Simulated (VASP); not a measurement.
## Ag: relaxation of cell and atoms with LDA

The system is Ag.

```
Ag
1.0
     0.00000    2.06963    2.06963
     2.06963    0.00000    2.06963
     2.06963    2.06963    0.00000
Ag
1
Direct
  0.00000 0.00000 0.00000
```

```json
{
 "Program": "VASP 6.6.1",
 "Task": "relaxation of cell and atoms",
 "Functional": "LDA",
 "Potentials or basis": "VASP PAW LDA potentials, release 64 (Ag)",
 "Cutoff": "600 eV",
 "k mesh": "14 × 14 × 14",
 "Occupations": "fermi-dirac, width 0.05 eV",
 "Spin": "no spin polarisation",
 "Dipole correction": "no",
 "Further INCAR settings": "ALGO = Normal; EDIFF = 1e-07; IBRION = 2; EDIFFG = -0.005; NSW = 100; ISIF = 3"
}
```

```yaml
Relaxed_volume: 16.03 Å³/atom
Relaxed_cell: a = 2.830 Å, b = 2.830 Å, c = 2.830 Å, α = 60.00°, β = 60.00°, γ = 60.00°
Space_group_after_relaxing_to_0.05_Å: Fm-3m (No. 225)
Energy_gained_by_relaxing: 62.3 meV/atom
Ionic_steps: 6
Pressure_after_relaxing: 0.0 GPa
```

The path:
```tsv
step	energy change (eV)	largest force (eV/Å)	pressure (GPa)	volume (Å³)
1	0.0000	0.0000	-10.45	17.73
2	-0.0237	0.0000	12.15	14.93
3	-0.0623	0.0000	-0.13	16.04
4	-0.0623	0.0000	0.14	16.01
5	-0.0623	0.0000	-0.09	16.04
6	-0.0623	0.0000	-0.01	16.03
```

Final structure:
```
Ag
1.0
     0.00000    2.00119    2.00119
     2.00119    0.00000    2.00119
     2.00119    2.00119    0.00000
Ag
1
Cartesian
  0.0000 0.0000 0.0000
```

Levels at points of the mesh, in eV from the Fermi level:
| k point | band 3 | band 4 | band 5 | band 6 | band 7 | band 8 | band 9 |
| --- | --- | --- | --- | --- | --- | --- | --- |
| (0.00, 0.00, 0.00) | -4.94 | -4.94 | -3.76 | -3.76 | 16.21 | 20.08 | 20.08 |
| (0.50, 0.00, 0.00) | -4.96 | -2.87 | -2.87 | -0.54 | 4.00 | 15.47 | 18.43 |
| (0.50, 0.50, 0.00) | -2.90 | -2.63 | -2.63 | 1.55 | 7.29 | 10.94 | 10.94 |

It used 43 s of CPU time on 1 thread of AMD EPYC 7R13 Processor (Zen 3), on a shared host.

LDA usually gives volumes a few per cent too small. Zero-point motion and thermal expansion aren't in these numbers.
